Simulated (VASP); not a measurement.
Runs of VASP 6.6.1 on InAs. The structure is cubic, space group F-43m (No. 216). The conventional cell has a = 6.026 Å, b = 6.026 Å, c = 6.026 Å, α = 90.00°, β = 90.00°, γ = 90.00°. Within 3.4 Å of In (site symmetry -43m) lie 4 As at 2.61 Å. Within 3.4 Å of As (site symmetry -43m) lie 4 In at 2.61 Å. 

```tsv
cell	gap on the mesh (eV)	pressure (GPa)
relaxed to 10 GPa from a = 4.261 Å, angles 60.0°, 2 atoms	0.28	10.0
relaxed to 15 GPa from a = 4.261 Å, angles 60.0°, 2 atoms	(a)	15.0
relaxed to 7 GPa from a = 4.261 Å, angles 60.0°, 2 atoms	0.12	7.0
relaxed to 4 GPa from a = 4.261 Å, angles 60.0°, 2 atoms	none	4.0
```

Alike in all rows: level LDA; potentials or basis VASP PAW LDA potentials, release 64 (In_d, As); no spin polarisation; k mesh 14 × 14 × 14; cutoff (eV) 600; smearing fermi-dirac 0.08 eV.

Problem. Fill in the values left out.

Solution. (a) 0.50.

Caveats: the cell is relaxed towards a set pressure, so the run minimises the enthalpy, not the energy; semilocal functionals underestimate gaps, and a narrow one can read as zero; spin-orbit coupling is left out, which moves the levels of the heavy elements; the smearing spreads over this small gap (at least some runs).

A k mesh can miss the band edges, and the runs leave out spin-orbit coupling on As, In.

A gap of «none» marks levels without a gap at the run's occupations.
